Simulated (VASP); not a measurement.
Set up this calculation in VASP 6.6.1, as the native input.

| Property | Result |
| --- | --- |
| Task | single point |
| Functional | LDA |
| Potentials or basis | VASP PAW LDA potentials, release 64 (Al, P) |
| Cutoff | 500 eV |
| k mesh | 8 × 8 × 8 |
| Occupations | gaussian, width 0.02 eV |
| Spin | no spin polarisation |
| Dipole correction | no |
| Further INCAR settings | ALGO = Normal; EDIFF = 1e-06; NBANDS = 11 |

The structure of AlP (l) lies in POSCAR:

```
AlP
1.0
    0.0000000000      2.7168897679      2.7168897679
    2.7168897679      0.0000000000      2.7168897679
    2.7168897679      2.7168897679      0.0000000000
Al P
1 1
Direct
    0.0000000000      0.0000000000      0.0000000000
    0.2500000000      0.2500000000      0.2500000000
```

One way to write it, as run:

INCAR

```
SYSTEM = AlP
PREC = Accurate
ENCUT = 500
EDIFF = 1E-6
ISMEAR = 0
SIGMA = 0.02
LREAL = .FALSE.
LASPH = .TRUE.
NELM = 120
ALGO = Normal
ISIF = 2
LWAVE = .FALSE.
LCHARG = .TRUE.
LELF = .TRUE.
LVHAR = .TRUE.
NBANDS = 11
GGA_COMPAT = .FALSE.
```

KPOINTS

```
regular mesh
0
G
  8 8 8
  0 0 0
```

Potentials or basis: VASP PAW LDA potentials, release 64 (Al, P).

Run with:

```sh
$ cat potpaw_LDA.64/Al/POTCAR potpaw_LDA.64/P/POTCAR > POTCAR
$ mpirun -np 1 vasp_std > vasp.out
```

It gave:

```yaml
Pressure: 0.1 GPa
Band_gap_on_the_k_mesh: 1.41 eV, indirect (least direct gap 3.24 eV)
```

It took 10 s on 1 thread of AMD EPYC 9R45 (Zen 5), on a shared host, peak memory 0.11 GiB.
